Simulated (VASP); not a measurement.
# CdS (P6_3mc) in VASP: further runs

Aim: see how the results for CdS move with the level of theory and the settings. Levels: r2SCAN, pbe exchange, lyp correlation, PBE. Tasks: band structure, single point, equation of state.

Program: VASP 6.6.1. These are calculated values, not measurements. Logs are shortened: lines on timing, memory, paths and dates and some standing lists are left out, and cuts for length are marked.

**Measured values to compare with.**

“Isotope dependence of band-gap energy”, 2008, arxiv:0807.2152 quotes, for a bulk crystal of CdS: band gap 2.5809 ± 0.0002 eV.

How close the calculation comes is told below.

## 1. The cell of the first run

Symmetry: P6_3mc, No. 186, hexagonal system. Conventional cell: a = 4.150 Å, b = 4.150 Å, c = 6.737 Å, α = 90.00°, β = 90.00°, γ = 120.00°. Cd (site symmetry 3m) has 4 S at 2.53 to 2.54 Å within 3.3 Å. S (site symmetry 3m) has 4 Cd at 2.53 to 2.54 Å within 3.3 Å.

## 2. Band structure, r2SCAN

INCAR

```
METAGGA = R2SCAN ; ISMEAR = 0
SIGMA = 0.03 ; LWAVE = F
LCHARG = F ; NBANDS = 42
PREC = Accurate ; LASPH = T
LREAL = F ; ALGO = Normal
EDIFF = 1E-7 ; NELM = 120
GGA_COMPAT = F ; ENCUT = 550
EFERMI = MIDGAP ; LMIXTAU = T
```

KPOINTS

```
Automatic mesh
0
Gamma
  8 8 4
  0 0 0
```

KPOINTS_OPT

```
path GMKGALHA,LM,KH
32
line-mode
reciprocal
 0.0000000000  0.0000000000  0.0000000000  G
 0.5000000000  0.0000000000  0.0000000000  M

 0.5000000000  0.0000000000  0.0000000000  M
 0.3333333333  0.3333333333  0.0000000000  K

 0.3333333333  0.3333333333  0.0000000000  K
 0.0000000000  0.0000000000  0.0000000000  G

 0.0000000000  0.0000000000  0.0000000000  G
 0.0000000000  0.0000000000  0.5000000000  A

 0.0000000000  0.0000000000  0.5000000000  A
 0.5000000000  0.0000000000  0.5000000000  L

 0.5000000000  0.0000000000  0.5000000000  L
 0.3333333333  0.3333333333  0.5000000000  H

 0.3333333333  0.3333333333  0.5000000000  H
 0.0000000000  0.0000000000  0.5000000000  A

 0.5000000000  0.0000000000  0.5000000000  L
 0.5000000000  0.0000000000  0.0000000000  M

 0.3333333333  0.3333333333  0.0000000000  K
 0.3333333333  0.3333333333  0.5000000000  H
```

POSCAR

```
CdS
1.0
    4.1500000000      0.0000000000      0.0000000000
   -2.0750000000      3.5940054257      0.0000000000
    0.0000000000      0.0000000000      6.7370000000
Cd S
2 2
Direct
    0.6666666667      0.3333333333      0.5000000000
    0.3333333333      0.6666666667      0.0000000000
    0.6666666667      0.3333333333      0.8750000000
    0.3333333333      0.6666666667      0.3750000000
```

Potentials or basis: VASP PAW PBE potentials, release 64 (Cd, S).

Launch:

```
> cat potpaw_PBE.64/Cd/POTCAR potpaw_PBE.64/S/POTCAR > POTCAR
> mpirun -np 1 vasp_std > vasp.out
```

OUTCAR:

```text
METAGGA = R2SCAN
   ISMEAR = 0
   PREC = Accurate
   LASPH = T
   LREAL = F
   EDIFF = 1E-7
   NELM = 120
   ENCUT = 550
   EFERMI = MIDGAP

 ion  position               nearest neighbor table
   1  0.667  0.333  0.500-   3 2.53   4 2.54   4 2.54   4 2.54
   2  0.333  0.667  0.000-   4 2.53   3 2.54   3 2.54   3 2.54
   3  0.667  0.333  0.875-   1 2.53   2 2.54   2 2.54   2 2.54
   4  0.333  0.667  0.375-   2 2.53   1 2.54   1 2.54   1 2.54

  LATTYP: Found a hexagonal cell.
 ALAT       =     4.1500000000
 C/A-ratio  =     1.6233734940

  Lattice vectors:

 A1 = (   4.1500000000,   0.0000000000,   0.0000000000)
 A2 = (  -2.0750000000,   3.5940054257,   0.0000000000)
 A3 = (   0.0000000000,   0.0000000000,   6.7370000000)

Analysis of symmetry for initial positions (statically):
=====================================================================
 Subroutine PRICEL returns:
 Original cell was already a primitive cell.

 Routine SETGRP: Setting up the symmetry group for a
 hexagonal supercell.

 Subroutine GETGRP returns: Found 12 space group operations
 (whereof  6 operations were pure point group operations)
 out of a pool of 24 trial point group operations.

The static configuration has the point symmetry C_3v.
 The point group associated with its full space group is C_6v.

Analysis of symmetry for dynamics (positions and initial velocities):
=====================================================================
 Subroutine PRICEL returns:
 Original cell was already a primitive cell.

 Routine SETGRP: Setting up the symmetry group for a
 hexagonal supercell.

 Subroutine GETGRP returns: Found 12 space group operations
 (whereof  6 operations were pure point group operations)
 out of a pool of 24 trial point group operations.

The dynamic configuration has the point symmetry C_3v.
 The point group associated with its full space group is C_6v.

 Subroutine INISYM returns: Found 12 space group operations
 (whereof  6 operations are pure point group operations),
 and found     1 'primitive' translations

----------------------------------------------------------------------------------------

                                     Primitive cell

  volume of cell :     100.4832

  direct lattice vectors                    reciprocal lattice vectors
     4.150000000  0.000000000  0.000000000     0.240963855  0.139120547  0.000000000
    -2.075000000  3.594005426  0.000000000     0.000000000  0.278241094  0.000000000
     0.000000000  0.000000000  6.737000000     0.000000000  0.000000000  0.148434021

  length of vectors
     4.150000000  4.150000000  6.737000000     0.278241094  0.278241094  0.148434021

  position of ions in fractional coordinates (direct lattice)
     0.666666667  0.333333333  0.500000000
     0.333333333  0.666666667  0.000000000
     0.666666667  0.333333333  0.875000000
     0.333333333  0.666666667  0.375000000

  ion indices of the primitive-cell ions
   primitive index   ion index
                 1           1
                 2           2
                 3           3
                 4           4

----------------------------------------------------------------------------------------

 KPOINTS: Automatic mesh

Automatic generation of k-mesh.
 Grid dimensions read from file:
 generate k-points for:    8    8    4

 Generating k-lattice:

  Cartesian coordinates                     Fractional coordinates (reciprocal lattice)
     0.030120482  0.017390068  0.000000000     0.125000000  0.000000000  0.000000000
     0.000000000  0.034780137  0.000000000     0.000000000  0.125000000  0.000000000
     0.000000000  0.000000000  0.037108505     0.000000000  0.000000000  0.250000000

  Length of vectors
     0.034780137  0.034780137  0.037108505

  Shift w.r.t. Gamma in fractional coordinates (k-lattice)
     0.000000000  0.000000000  0.000000000

 Subroutine IBZKPT returns following result:
 ===========================================

 Found     30 irreducible k-points:

 Following reciprocal coordinates:
            Coordinates               Weight
  0.000000  0.000000  0.000000      1.000000
  0.125000 -0.000000  0.000000      6.000000
  0.250000 -0.000000  0.000000      6.000000
  0.375000 -0.000000  0.000000      6.000000
  0.500000 -0.000000  0.000000      3.000000
  0.125000  0.125000  0.000000      6.000000
[... 16 lines left out ...]
  0.250000 -0.000000  0.500000      6.000000
  0.375000 -0.000000  0.500000      6.000000
 [... further k-points ...]
   k-points           NKPTS =     30   k-points in BZ     NKDIM =     30   number of bands    NBANDS=     42
   number of dos      NEDOS =    301   number of ions     NIONS =      4
   total plane-waves  NPLWV =  55296
   dimension x,y,z NGX =    32 NGY =   32 NGZ =   54
   dimension x,y,z NGXF=    64 NGYF=   64 NGZF=  108
   ions per type =               2   2
   NGX,Y,Z   is equivalent  to a cutoff of  12.82, 12.82, 13.33 a.u.
   NGXF,Y,Z  is equivalent  to a cutoff of  25.64, 25.64, 26.65 a.u.
 SYSTEM =  unknown system
   PREC   = accura    normal or accurate (medium, high low for compatibility)
   ISTART =      0    job   : 0-new  1-cont  2-samecut
   ICHARG =      2    charge: 1-file 2-atom 10-const
   ISPIN  =      1    spin polarized calculation?
   LNONCOLLINEAR =      F non collinear calculations
   LSORBIT =      F    spin-orbit coupling
   LASPH  =      T    aspherical Exc in radial PAW
   ENCUT  =  550.0 eV  40.42 Ry    6.36 a.u.   7.94  7.94 12.88*2*pi/ulx,y,z
   NELM   =    120;   NELMIN=  2; NELMDL= -5     # of ELM steps
   EDIFF  = 0.1E-06   stopping-criterion for ELM
   LREAL  =      F    real-space projection
   EDIFFG = 0.1E-05   stopping-criterion for IOM
   NSW    =      0    number of steps for IOM
   IBRION =     -1    ionic relax: 0-MD 1-quasi-New 2-CG
   NFREE  =      0    steps in history (QN), initial steepest desc. (CG)
   ISIF   =      2    stress and relaxation
   ISYM   =      2    0-nonsym 1-usesym 2-fastsym
   POTIM  = 0.5000    time-step for ionic-motion
   TEBEG  =    0.0;   TEEND  =   0.0 temperature during run

   SCALEE = 1.0000    scale energy and forces
   PSTRESS=    0.0 pullay stress
   NELECT =      36.0000    total number of electrons
   NUPDOWN=      -1.0000    fix difference up-down
   EMIN   =  10.00;   EMAX   =-10.00  energy-range for DOS
   EFERMI =   0.00;   METHOD = MIDGAP
   ISMEAR =     0;   SIGMA  =   0.03  broadening in eV -4-tet -1-fermi 0-gaus
   EFERMI_NEDOS =   21; number of points for ismear=-14 and -15
   IALGO  =     38    algorithm
   IMIX   =      4    mixing-type and parameters
     AMIX     =   0.40;   BMIX     =  1.00
     AMIX_MAG =   1.60;   BMIX_MAG =  1.00
  volume/ion in A,a.u.               =      25.12       169.52
  Fermi-wavevector in a.u.,A,eV,Ry     =   1.162727  2.197236 18.394190  1.351935
  Thomas-Fermi vector in A             =   2.299285
   LORBIT       =      0    0 simple, 1 ext, 2 COOP (PROOUT), +10 PAW based schemes
   METAGGA = R2SCAN    functional components
   LHFCALC =     F    Hartree Fock is set to
   AEXX    =    0.0000 exact exchange contribution
   IVDW    =     0    specifies the selected vdW correction
   LEPSILON=     F    determine dielectric tensor
   LRPA    =     F    only Hartree local field effects (RPA)

   CSHIFT  =0.1000    complex shift for real part using Kramers Kronig

   OMEGAMAX=  -1.0    maximum frequency
 non-spin polarized calculation
 Gauss-broadening in eV      SIGMA  =   0.03
  energy-cutoff  :      550.00
  volume of cell :      100.48
 maximum number of plane-waves:      2962
 NGX is ok and might be reduce to    32
   NGX = 15   NGY = 15   NGZ = 25

 number of electron      36.0000006 magnetization

 Free energy of the ion-electron system (eV)
  ---------------------------------------------------
  ext. energy  EPLUGINS =         0.00000000
  ---------------------------------------------------
  free energy    TOTEN  =       -59.37658028 eV

  energy without entropy =      -59.37658028  energy(sigma->0) =      -59.37658028

 E-fermi :   1.7664     XC(G=0):  -9.6650

 val. band max:        0.9399535660   @ k =   0.0000   0.0000   0.0000
 cond. band min:       2.5927466896   @ k =   0.0000   0.0000   0.0000
 fundamental gap:      1.6527931236
 Fermi energy:         1.7663501278

 k-point     1 :       0.0000    0.0000    0.0000
  band No.  band energies     occupation
      1     -11.8595      2.00000
      2     -11.4318      2.00000
      3      -6.9710      2.00000
      4      -6.9484      2.00000
      5      -6.9484      2.00000
      6      -6.8557      2.00000
[... 22 lines left out ...]
     29      11.9024      0.00000
     30      13.0564      0.00000

 k-point     2 :       0.1250   -0.0000    0.0000
  band No.  band energies     occupation
      1     -11.8056      2.00000
      2     -11.4085      2.00000
      3      -6.9506      2.00000
      4      -6.9261      2.00000
      5      -6.9064      2.00000
      6      -6.8292      2.00000
[... 22 lines left out ...]
     29      13.1803      0.00000
     30      13.3037      0.00000

 k-point     3 :       0.2500   -0.0000    0.0000
  band No.  band energies     occupation
      1     -11.6696      2.00000
      2     -11.3571      2.00000
      3      -6.9038      2.00000
      4      -6.8793      2.00000
      5      -6.7934      2.00000
      6      -6.7465      2.00000
[... 22 lines left out ...]
     29      12.9568      0.00000
     30      14.1824      0.00000

 k-point     4 :       0.3750   -0.0000    0.0000
  band No.  band energies     occupation
      1     -11.5197      2.00000
      2     -11.3186      2.00000
      3      -6.8685      2.00000
      4      -6.8455      2.00000
      5      -6.7007      2.00000
      6      -6.6708      2.00000
[... 616 lines left out ...]
     29      12.8525      0.00000
     30      12.8525      0.00000

 k-point    23 :       0.2500   -0.0000    0.5000
  band No.  band energies     occupation
      1     -11.5057      2.00000
      2     -11.5057      2.00000
      3      -6.8399      2.00000
      4      -6.8399      2.00000
      5      -6.8150      2.00000
      6      -6.8150      2.00000
[... 22 lines left out ...]
     29      12.7087      0.00000
     30      12.7087      0.00000

 k-point    24 :       0.3750   -0.0000    0.5000
  band No.  band energies     occupation
      1     -11.4097      2.00000
      2     -11.4097      2.00000
      3      -6.8223      2.00000
      4      -6.8223      2.00000
      5      -6.7558      2.00000
      6      -6.7558      2.00000
[... 22 lines left out ...]
     29      13.3429      0.00000
     30      13.3429      0.00000

 [... further k-points ...]

 [bands above 30 left out]

------------------------ aborting loop because EDIFF is reached ----------------------------------------

  FORCE on cell =-STRESS in cart. coord.  units (eV):
  Direction    XX          YY          ZZ          XY          YZ          ZX
  --------------------------------------------------------------------------------------
  -------------------------------------------------------------------------------------
  Total        0.4931045      0.4931045      0.8801732      0.0000000     -0.0000000      0.0000000
  in kB        7.8624196      7.8624196     14.0341249      0.0000000     -0.0000000      0.0000000
  external PRESSURE =       9.9196547 kB  Pullay stress =       0.0000000 kB

 VOLUME and BASIS-vectors are now :
 -----------------------------------------------------------------------------
  energy-cutoff  :      550.00
  volume of cell :      100.48
      direct lattice vectors                 reciprocal lattice vectors
     4.150000000  0.000000000  0.000000000     0.240963855  0.139120547  0.000000000
    -2.075000000  3.594005426  0.000000000     0.000000000  0.278241094  0.000000000
     0.000000000  0.000000000  6.737000000     0.000000000  0.000000000  0.148434021

 POSITION                                       TOTAL-FORCE (eV/Angst)
 -----------------------------------------------------------------------------------
      2.07500      1.19800      3.36850         0.000000     -0.000000     -0.072019
     -0.00000      2.39600      0.00000        -0.000000     -0.000000     -0.072019
      2.07500      1.19800      5.89487         0.000000     -0.000000      0.072019
     -0.00000      2.39600      2.52637        -0.000000      0.000000      0.072019
 -----------------------------------------------------------------------------------
    total drift:                               -0.000000     -0.000000      0.002909

  FREE ENERGIE OF THE ION-ELECTRON SYSTEM (eV)
  ---------------------------------------------------
  free  energy   TOTEN  =       -59.3765802763 eV

  energy  without entropy=      -59.3765802763  energy(sigma->0) =      -59.37658028
```

Wall time 27 min (1 thread of Intel Xeon Platinum 8488C (Sapphire Rapids), shared host); peak memory 0.34 GiB.

Results:

| Property | Result |
| --- | --- |
| Free energy | -59.3766 eV |
| Pressure | 1.0 GPa |
| Largest force | 0.072 eV/Å |
| Band gap on the k mesh | 1.65 eV |
| Band gap along the path | 1.65 eV |

Forces in eV/Å, atoms in the order of the input:
```
Cd   0.000  0.000 -0.072
Cd   0.000  0.000 -0.072
S    0.000  0.000  0.072
S    0.000  0.000  0.072
```

Levels at the corners of the path, in eV from the valence-band top:
```csv
point,band 15,band 16,band 17,band 18,band 19,band 20,band 21,band 22
Γ,-0.77,-0.04,0.00,0.00,1.65,3.25,6.99,6.99
M,-2.67,-1.89,-1.31,-0.74,4.18,4.25,5.42,6.88
M,-2.67,-1.89,-1.31,-0.74,4.18,4.25,5.42,6.88
K,-3.12,-1.87,-1.87,-1.63,4.91,5.60,5.60,7.46
K,-3.12,-1.87,-1.87,-1.63,4.91,5.60,5.60,7.46
Γ,-0.77,-0.04,0.00,0.00,1.65,3.25,6.99,6.99
Γ,-0.77,-0.04,0.00,0.00,1.65,3.25,6.99,6.99
A,-0.40,-0.40,-0.40,-0.40,3.30,3.30,6.65,6.65
A,-0.40,-0.40,-0.40,-0.40,3.30,3.30,6.65,6.65
L,-1.35,-1.35,-1.34,-1.34,3.87,3.87,5.82,5.82
L,-1.35,-1.35,-1.34,-1.34,3.87,3.87,5.82,5.82
H,-2.44,-2.44,-1.13,-1.13,4.87,4.87,6.41,6.41
H,-2.44,-2.44,-1.13,-1.13,4.87,4.87,6.41,6.41
A,-0.40,-0.40,-0.40,-0.40,3.30,3.30,6.65,6.65
L,-1.35,-1.35,-1.34,-1.34,3.87,3.87,5.82,5.82
M,-2.67,-1.89,-1.31,-0.74,4.18,4.25,5.42,6.88
K,-3.12,-1.87,-1.87,-1.63,4.91,5.60,5.60,7.46
H,-2.44,-2.44,-1.13,-1.13,4.87,4.87,6.41,6.41
```

Caveat: the PAW data sets were made with another functional, which shifts forces and pressure a little.

## 3. Single point, pbe exchange, lyp correlation, non-collinear spin, typed start

POSCAR is that of step 2.

INCAR.step1

```
SYSTEM = CdS
PREC = Accurate
ENCUT = 400
EDIFF = 1E-6
ISMEAR = 1
SIGMA = 0.15
LREAL = .FALSE.
LASPH = .TRUE.
NELM = 200
ALGO = Normal
ISIF = 2
LWAVE = .FALSE.
LCHARG = .TRUE.
LNONCOLLINEAR = .TRUE.
MAGMOM = 0.289 0.289 0.289 0.289 0.289 0.289 0 0 0 0 0 0
GGA = LIBXC
LIBXC1 = GGA_X_PBE
LIBXC2 = GGA_C_LYP
NBANDS = 50
GGA_COMPAT = .FALSE.
NEDOS = 2001
LORBIT = 11
```

KPOINTS.step1

```
Automatic mesh
0
G
  5 5 3
  0 0 0
```

INCAR.step2

```
SYSTEM = CdS
PREC = Accurate
ENCUT = 400
EDIFF = 1E-6
ISMEAR = -5
SIGMA = 0.15
LREAL = .FALSE.
LASPH = .TRUE.
NELM = 200
ALGO = Normal
ISIF = 2
LWAVE = .FALSE.
LCHARG = .FALSE.
LNONCOLLINEAR = .TRUE.
MAGMOM = 0.289 0.289 0.289 0.289 0.289 0.289 0 0 0 0 0 0
LORBIT = 10
GGA = LIBXC
LIBXC1 = GGA_X_PBE
LIBXC2 = GGA_C_LYP
NBANDS = 50
NEDOS = 1001
ICHARG = 11
GGA_COMPAT = .FALSE.
```

KPOINTS.step2

```
Automatic mesh
0
G
  8 8 5
  0 0 0
```

Potentials or basis: VASP PAW PBE potentials, release 64 (Cd, S).

Launch:

```
> cat potpaw_PBE.64/Cd/POTCAR potpaw_PBE.64/S/POTCAR > POTCAR
> cp INCAR.step1 INCAR
> cp KPOINTS.step1 KPOINTS
> mpirun -np 1 vasp_ncl > vasp.out
> cp INCAR.step2 INCAR
> cp KPOINTS.step2 KPOINTS
> mpirun -np 1 vasp_ncl > vasp.out
```

Wall time 14 min (1 thread of Intel Xeon 6975P-C (Granite Rapids), shared host); peak memory 1.3 GiB.

Results (log left out):

```
Net moment                                            : 0.00 μB per cell
Valence electrons inside the program's atomic spheres : Cd 10.32; S 3.75
```

Levels at points of the mesh, in eV from the valence-band top:
```tsv
k point	band 33	band 34	band 35	band 36	band 37	band 38	band 39	band 40
(0.00, 0.00, 0.00)	0.00	0.00	0.00	0.00	1.13	1.13	2.75	2.75
(0.50, 0.00, 0.00)	-1.26	-1.26	-0.72	-0.72	3.66	3.66	3.88	3.88
(0.00, 0.50, 0.00)	-1.26	-1.26	-0.72	-0.72	3.66	3.66	3.88	3.88
(0.50, 0.50, 0.00)	-1.26	-1.26	-0.72	-0.72	3.66	3.66	3.88	3.88
```

Moments on the atoms (μB; x, y, z):
```
Cd  0.00 0.00 0.00
Cd  0.00 0.00 0.00
S   0.00 0.00 0.00
S   0.00 0.00 0.00
```

Caveat: the PAW data sets were made with another functional, which shifts forces and pressure a little.

(Continued in part 2 of 2.)
